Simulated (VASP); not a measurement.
# Ru14W (v1.s) in VASP: relaxation of the atoms with PBE

Aim: the relaxation of the atoms of Ru14W (v1.s) with PBE.

Everything below comes from runs of VASP 6.6.1. Logs are shortened: lines on timing, memory, paths and dates and some standing lists are left out, and cuts for length are marked.

## 1. The cell of the first run

The cell holds a slab with vacuum, 15 atoms: a = 4.711 Å, b = 4.711 Å, c = 20.594 Å, α = 90.00°, β = 90.00°, γ = 120.00°.

## 2. Relaxation of the atoms, PBE

INCAR

```
SYSTEM = Ru14W
ALGO = Normal
DIPOL = 0.5 0.5 0.500
EDIFF = 1E-6
EDIFFG = -0.08
ENCUT = 520
GGA = PE
IBRION = 2
IDIPOL = 3
ISIF = 2
ISMEAR = 1
LASPH = .True.
LCHARG = .False.
LDIPOL = .True.
LREAL = Auto
LWAVE = .False.
NELM = 100
NSW = 90
PREC = Accurate
SIGMA = 0.1
```

KPOINTS

```
k-points
0
Gamma
  6 6 1
  0 0 0
```

POSCAR

```
Ru14W
1.0
    4.0796284438      2.3553745437      0.0000000000
   -4.0796284438      2.3553745437      0.0000000000
    0.0000000000      0.0000000000     20.5940128308
Ru W
14 1
Direct
    0.3333330000      0.3333330000      0.2913468128
    0.6666670000      0.0000000000      0.2913468128
    0.0000000000      0.6666670000      0.2913468128
    0.3333330000      0.0000000000      0.3956734064
    0.6666670000      0.6666670000      0.3956734064
    1.0000000000      0.3333330000      0.3956734064
    0.3333330000      0.3333330000      0.5000000000
    0.6666670000      0.0000000000      0.5000000000
    0.0000000000      0.6666670000      0.5000000000
    0.3333330000      0.0000000000      0.6043265936
    0.6666670000      0.6666670000      0.6043265936
    1.0000000000      0.3333330000      0.6043265936
    0.6666670000      0.0000000000      0.7086531872
    0.0000000000      0.6666670000      0.7086531872
    0.3333330000      0.3333330000      0.7086531872
```

Potentials or basis: VASP PAW PBE potentials, release 64 (Ru_pv, W_sv).

Run with:

```bash
$ cat potpaw_PBE.64/Ru_pv/POTCAR potpaw_PBE.64/W_sv/POTCAR > POTCAR
$ mpirun -np 1 vasp_std > vasp.out
```

OUTCAR:

```text
SYSTEM = Ru14W
   EDIFF = 1E-6
   EDIFFG = -0.08
   ENCUT = 520
   GGA = PE
   IBRION = 2
   ISIF = 2
   ISMEAR = 1
   LASPH = .True.
   LREAL = Auto
   NELM = 100
   NSW = 90
   PREC = Accurate

 ion  position               nearest neighbor table
   1  0.333  0.333  0.291-   4 2.66   6 2.66   5 2.66   3 2.72   2 2.72   2 2.72   3 2.72   3 2.72
                             2 2.72
   2  0.667  0.000  0.291-   6 2.66   5 2.66   4 2.66   1 2.72   3 2.72   1 2.72   3 2.72   3 2.72
                             1 2.72
   3  0.000  0.667  0.291-   4 2.66   5 2.66   6 2.66   1 2.72   2 2.72   1 2.72   2 2.72   2 2.72
                             1 2.72
   4  0.333  0.000  0.396-   3 2.66   9 2.66   7 2.66   1 2.66   8 2.66   2 2.66   5 2.72   6 2.72
                             5 2.72   6 2.72   6 2.72   5 2.72
   5  0.667  0.667  0.396-   2 2.66   3 2.66   8 2.66   9 2.66   1 2.66   7 2.66   4 2.72   6 2.72
                             4 2.72   6 2.72   6 2.72   4 2.72
   6  0.000  0.333  0.396-   2 2.66   8 2.66   7 2.66   1 2.66   3 2.66   9 2.66   5 2.72   4 2.72
                             5 2.72   4 2.72   4 2.72   5 2.72
   7  0.333  0.333  0.500-   4 2.66   6 2.66  10 2.66  12 2.66  11 2.66   5 2.66   9 2.72   8 2.72
                             9 2.72   8 2.72   9 2.72   8 2.72
   8  0.667  0.000  0.500-   6 2.66  12 2.66  11 2.66   5 2.66   4 2.66  10 2.66   7 2.72   9 2.72
                             7 2.72   9 2.72   9 2.72   7 2.72
   9  0.000  0.667  0.500-   4 2.66  10 2.66   5 2.66  11 2.66   6 2.66  12 2.66   7 2.72   8 2.72
                             7 2.72   8 2.72   8 2.72   7 2.72
  10  0.333  0.000  0.604-   9 2.66  14 2.66   7 2.66  15 2.66   8 2.66  13 2.66  11 2.72  12 2.72
                            11 2.72  12 2.72  12 2.72  11 2.72
  11  0.667  0.667  0.604-   8 2.66   9 2.66  13 2.66  14 2.66   7 2.66  15 2.66  10 2.72  12 2.72
                            10 2.72  12 2.72  12 2.72  10 2.72
  12  0.000  0.333  0.604-   8 2.66  13 2.66   7 2.66  15 2.66  14 2.66   9 2.66  11 2.72  10 2.72
                            11 2.72  10 2.72  10 2.72  11 2.72
  13  0.667  0.000  0.709-  12 2.66  11 2.66  10 2.66  15 2.72  14 2.72  15 2.72  14 2.72  14 2.72
                            15 2.72
  14  0.000  0.667  0.709-  10 2.66  11 2.66  12 2.66  15 2.72  13 2.72  15 2.72  13 2.72  13 2.72
                            15 2.72
  15  0.333  0.333  0.709-  10 2.66  12 2.66  11 2.66  14 2.72  13 2.72  13 2.72  14 2.72  13 2.72
                            14 2.72

  LATTYP: Found a hexagonal cell.
 ALAT       =     4.7107491422
 C/A-ratio  =     4.3717065395

  Lattice vectors:

 A1 = (   4.0796284438,   2.3553745437,   0.0000000000)
 A2 = (  -4.0796284438,   2.3553745437,   0.0000000000)
 A3 = (   0.0000000000,   0.0000000000,  20.5940128308)

Analysis of symmetry for initial positions (statically):
=====================================================================
 Subroutine PRICEL returns:
 Original cell was already a primitive cell.

 Routine SETGRP: Setting up the symmetry group for a
 hexagonal supercell.

 Subroutine GETGRP returns: Found  6 space group operations
 (whereof  2 operations were pure point group operations)
 out of a pool of 24 trial point group operations.

The static configuration has the point symmetry C_1h.
 The point group associated with its full space group is C_3v.

Analysis of symmetry for dynamics (positions and initial velocities):
=====================================================================
 Subroutine PRICEL returns:
 Original cell was already a primitive cell.

 Routine SETGRP: Setting up the symmetry group for a
 hexagonal supercell.

 Subroutine GETGRP returns: Found  6 space group operations
 (whereof  2 operations were pure point group operations)
 out of a pool of 24 trial point group operations.

The dynamic configuration has the point symmetry C_1h.
 The point group associated with its full space group is C_3v.

 Subroutine INISYM returns: Found  6 space group operations
 (whereof  2 operations are pure point group operations),
 and found     1 'primitive' translations

----------------------------------------------------------------------------------------

                                     Primitive cell

  volume of cell :     395.7779

  direct lattice vectors                    reciprocal lattice vectors
     4.079628444  2.355374544  0.000000000     0.122560181  0.212280464  0.000000000
    -4.079628444  2.355374544  0.000000000    -0.122560181  0.212280464  0.000000000
     0.000000000  0.000000000 20.594012831     0.000000000  0.000000000  0.048557802

  length of vectors
     4.710749142  4.710749142 20.594012831     0.245120365  0.245120365  0.048557802

  position of ions in fractional coordinates (direct lattice)
     0.333333000  0.333333000  0.291346813
[... 66 lines left out ...]
  0.333333  0.166667  0.000000     12.000000
  0.333333  0.333333  0.000000      2.000000
   k-points           NKPTS =      7   k-points in BZ     NKDIM =      7   number of bands    NBANDS=    126
   number of dos      NEDOS =    301   number of ions     NIONS =     15
   total plane-waves  NPLWV = 207360
   dimension x,y,z NGX =    36 NGY =   36 NGZ =  160
   dimension x,y,z NGXF=    72 NGYF=   72 NGZF=  320
   ions per type =              14   1
   NGX,Y,Z   is equivalent  to a cutoff of  12.70, 12.70, 12.92 a.u.
   NGXF,Y,Z  is equivalent  to a cutoff of  25.41, 25.41, 25.83 a.u.
 SYSTEM =  Ru14W
   PREC   = accura    normal or accurate (medium, high low for compatibility)
   ISTART =      0    job   : 0-new  1-cont  2-samecut
   ICHARG =      2    charge: 1-file 2-atom 10-const
   ISPIN  =      1    spin polarized calculation?
   LNONCOLLINEAR =      F non collinear calculations
   LSORBIT =      F    spin-orbit coupling
   LASPH  =      T    aspherical Exc in radial PAW
   ENCUT  =  520.0 eV  38.22 Ry    6.18 a.u.   8.76  8.76 38.29*2*pi/ulx,y,z
   NELM   =    100;   NELMIN=  2; NELMDL= -5     # of ELM steps
   EDIFF  = 0.1E-05   stopping-criterion for ELM
   LREAL  =      T    real-space projection
   EDIFFG = -.8E-01   stopping-criterion for IOM
   NSW    =     90    number of steps for IOM
   IBRION =      2    ionic relax: 0-MD 1-quasi-New 2-CG
   NFREE  =      1    steps in history (QN), initial steepest desc. (CG)
   ISIF   =      2    stress and relaxation
   ISYM   =      2    0-nonsym 1-usesym 2-fastsym
   POTIM  = 0.5000    time-step for ionic-motion
   TEBEG  =    0.0;   TEEND  =   0.0 temperature during run
   PSTRESS=    0.0 pullay stress
   NELECT =     210.0000    total number of electrons
   NUPDOWN=      -1.0000    fix difference up-down
   EMIN   =  10.00;   EMAX   =-10.00  energy-range for DOS
   EFERMI =   0.00;   METHOD = LEGACY
   ISMEAR =     1;   SIGMA  =   0.10  broadening in eV -4-tet -1-fermi 0-gaus
   EFERMI_NEDOS =   21; number of points for ismear=-14 and -15
   IALGO  =     38    algorithm
   IMIX   =      4    mixing-type and parameters
     AMIX     =   0.40;   BMIX     =  1.00
     AMIX_MAG =   1.60;   BMIX_MAG =  1.00
  volume/ion in A,a.u.               =      26.39       178.06
  Fermi-wavevector in a.u.,A,eV,Ry     =   1.325350  2.504549 23.899367  1.756554
  Thomas-Fermi vector in A             =   2.454818
   LORBIT       =      0    0 simple, 1 ext, 2 COOP (PROOUT), +10 PAW based schemes
   GGA     = PE    functional components
   LHFCALC =     F    Hartree Fock is set to
   AEXX    =    0.0000 exact exchange contribution
   IVDW    =     0    specifies the selected vdW correction
   LEPSILON=     F    determine dielectric tensor
   LRPA    =     F    only Hartree local field effects (RPA)
 conjugate gradient relaxation of ions
 non-spin polarized calculation
 Methfessel and Paxton  Order N= 1 SIGMA  =   0.10
  energy-cutoff  :      520.00
  volume of cell :      395.78
 maximum number of plane-waves:     10691
 NGX is ok and might be reduce to    36
   NGX = 17   NGY = 17   NGZ = 77

--------------------------------------- Ionic step        1  -------------------------------------------

 number of electron     210.0000024 magnetization

 Free energy of the ion-electron system (eV)
  ---------------------------------------------------
  ext. energy  EPLUGINS =         0.00000000
  ---------------------------------------------------
  free energy    TOTEN  =      -135.77740723 eV

  energy without entropy =     -135.75797941  energy(sigma->0) =     -135.77093129

------------------------ aborting loop because EDIFF is reached ----------------------------------------

  FORCE on cell =-STRESS in cart. coord.  units (eV):
  Direction    XX          YY          ZZ          XY          YZ          ZX
  --------------------------------------------------------------------------------------
  -------------------------------------------------------------------------------------
  Total       -9.3484921     -9.3484918     -6.2970958      0.0000000      0.0000000      0.0000000
  in kB      -37.8443093    -37.8443081    -25.4917305      0.0000000      0.0000000      0.0000000
  external PRESSURE =     -33.7267826 kB  Pullay stress =       0.0000000 kB
[... 275 lines left out ...]
  FREE ENERGIE OF THE ION-ELECTRON SYSTEM (eV)
  ---------------------------------------------------
  free  energy   TOTEN  =      -135.9597596235 eV

  energy  without entropy=     -135.9607577228  energy(sigma->0) =     -135.96009232

 dipolmoment           0.000000      0.000000     -0.001282 electrons x Angstroem

--------------------------------------- Ionic step        7  -------------------------------------------

 number of electron     210.0000026 magnetization

 dipolmoment           0.000000      0.000000      0.001778 electrons x Angstroem

 Free energy of the ion-electron system (eV)
  ---------------------------------------------------
  ext. energy  EPLUGINS =         0.00000000
  ---------------------------------------------------
  free energy    TOTEN  =      -135.96103062 eV

  energy without entropy =     -135.96245772  energy(sigma->0) =     -135.96150632

 E-fermi :   4.3376     XC(G=0):  -8.3026

 val. band max:        4.3282696664   @ k =   0.3333   0.3333   0.0000
 cond. band min:       4.3852659719   @ k =   0.3333   0.1667   0.0000
 fundamental gap:      0.0569963055
 Fermi energy:         4.3376244819

 k-point     1 :       0.0000    0.0000    0.0000
  band No.  band energies     occupation
      1     -69.8367      2.00000
      2     -39.3007      2.00000
      3     -39.1597      2.00000
      4     -39.1309      2.00000
      5     -39.0864      2.00000
      6     -39.0864      2.00000
[... 829 lines left out ...]
    116       5.1441     -0.00000
    117       5.1441     -0.00000
 [bands above 117 left out]

------------------------ aborting loop because EDIFF is reached ----------------------------------------

 vacuum level on the upper side and lower side of the slab       (xc-potential included)        -0.165        -0.113

  FORCE on cell =-STRESS in cart. coord.  units (eV):
  Direction    XX          YY          ZZ          XY          YZ          ZX
  --------------------------------------------------------------------------------------
  -------------------------------------------------------------------------------------
  Total       -5.9782820     -5.9782819     -1.2009905      0.0000000      0.0000000      0.0000000
  in kB      -24.2011175    -24.2011167     -4.8618168      0.0000000      0.0000000      0.0000000
  external PRESSURE =     -17.7546837 kB  Pullay stress =       0.0000000 kB
[... 30 lines left out ...]
  FREE ENERGIE OF THE ION-ELECTRON SYSTEM (eV)
  ---------------------------------------------------
  free  energy   TOTEN  =      -135.9610306167 eV

  energy  without entropy=     -135.9624577182  energy(sigma->0) =     -135.96150632

 reached required accuracy - stopping structural energy minimisation

 vacuum level on the upper side and lower side of the slab         9.137         9.177
```

Run time: 51 min. Hardware: 1 thread of AMD EPYC 9R45 (Zen 5), shared host; peak memory 0.6 GiB.

What came out:

```
Free energy                  : -135.9610 eV
Energy gained by relaxing    : 12.2 meV/atom
Ionic steps                  : 7
Largest force after relaxing : 0.039 eV/Å
Band gap on the k mesh       : zero (band 105 reaches 4.61 eV, above the bottom of band 106 at 4.16 eV)
```

Forces on the atoms (eV/Å):
```
Ru   0.000  0.000  0.003
Ru   0.000  0.000  0.037
Ru   0.000  0.000  0.037
Ru   0.000  0.000  0.012
Ru   0.000  0.000  0.012
Ru   0.000  0.000  0.012
Ru   0.000  0.000  0.003
Ru   0.000  0.000  0.036
Ru   0.000  0.000  0.036
Ru  -0.002  0.001 -0.024
Ru   0.000 -0.002 -0.024
Ru   0.002  0.001 -0.024
Ru   0.000  0.000 -0.038
Ru   0.000  0.000 -0.038
W    0.000  0.000 -0.039
```

Step by step:
```tsv
step	energy change (eV)	largest force (eV/Å)	pressure (GPa)
1	0.0000	0.7261	-3.37
2	-0.1674	0.3453	-2.36
3	-0.1752	0.2093	-2.03
4	-0.1751	0.2229	-2.06
5	-0.1812	0.0810	-1.97
6	-0.1824	0.0811	-1.89
7	-0.1836	0.0389	-1.78
```

Final structure:
```
CELL_PARAMETERS angstrom
4.07963 2.35537 0.00000
-4.07963 2.35537 0.00000
0.00000 0.00000 20.59401
ATOMIC_POSITIONS crystal
Ru 0.33333 0.33333 0.29442
Ru 0.66667 0.00000 0.29388
Ru 0.00000 0.66667 0.29388
Ru 0.33333 0.99935 0.39408
Ru 0.66732 0.66732 0.39408
Ru 0.99935 0.33333 0.39408
Ru 0.33333 0.33333 0.50039
Ru 0.66667 0.00000 0.49791
Ru 0.00000 0.66667 0.49791
Ru 0.33333 0.00174 0.60598
Ru 0.66493 0.66493 0.60598
Ru 0.00174 0.33333 0.60598
Ru 0.66667 0.00000 0.70727
Ru 0.00000 0.66667 0.70727
W 0.33333 0.33333 0.70689
```

Caveat: spin-orbit coupling is left out, which moves the levels of the heavy elements; the relaxation stopped at a loose force limit of 0.08 eV/Å, so its end isn't a converged minimum.
